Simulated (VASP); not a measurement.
**Al2Cu: single point with r2SCAN**

The system is Al2Cu.

```
Al Cu
1.0
    -2.91228    2.91228    2.33553
     2.91228   -2.91228    2.33553
     2.91228    2.91228   -2.33553
Al Cu
4 2
Direct
  0.84144 0.65856 0.50000
  0.65856 0.15856 0.81711
  0.34144 0.84144 0.18289
  0.15856 0.34144 0.50000
  0.25000 0.25000 0.00000
  0.75000 0.75000 0.00000
```

| Property | Result |
| --- | --- |
| Program | VASP 6.6.1 |
| Task | single point |
| Functional | r2SCAN |
| Potentials or basis | VASP PAW PBE potentials, release 64 (Al, Cu) |
| Cutoff | 520 eV |
| k mesh | 10 × 10 × 10 |
| Occupations | gaussian, width 0.1 eV |
| Spin | no spin polarisation |

```yaml
Pressure: 11.7 GPa
Largest_force: 0.004 eV/Å
Band_gap_on_the_k_mesh: zero (bands 17 and 18 overlap by 5.05 eV)
```

Forces on the atoms (eV/Å):
```
Al  -0.003  0.003  0.000
Al  -0.003 -0.003  0.000
Al   0.003  0.003  0.000
Al   0.003 -0.003  0.000
Cu   0.000  0.000  0.000
Cu   0.000  0.000  0.000
```

Stress tensor (GPa, compression positive):
```
11.70  0.00  0.00
 0.00 11.70  0.00
 0.00  0.00 11.82
```

Levels at points of the mesh, in eV from the Fermi level:
```csv
k point,band 13,band 14,band 15,band 16,band 17,band 18,band 19,band 20,band 21,band 22
"(0.00, 0.00, 0.00)",-3.52,-2.32,-1.69,-1.57,-1.57,-1.10,-0.21,0.37,1.97,1.97
"(0.50, 0.00, 0.00)",-3.58,-3.58,-2.95,-2.95,0.23,0.23,4.53,4.53,4.79,4.79
"(0.50, 0.50, 0.00)",-3.45,-3.22,-1.88,-1.68,-0.73,-0.65,0.91,1.53,4.95,5.08
"(0.50, 0.50, 0.50)",-3.86,-3.70,-3.70,-2.06,2.94,3.08,3.08,3.74,5.25,5.58
```

Run time: 8.8 min on 1 thread of AMD EPYC 9R45 96-Core Processor (Zen 5), with other jobs on the host, peak memory 0.3 GiB.

Caveat: the cell stands under pressure; the PAW data sets were made with another functional, which shifts forces and pressure a little.
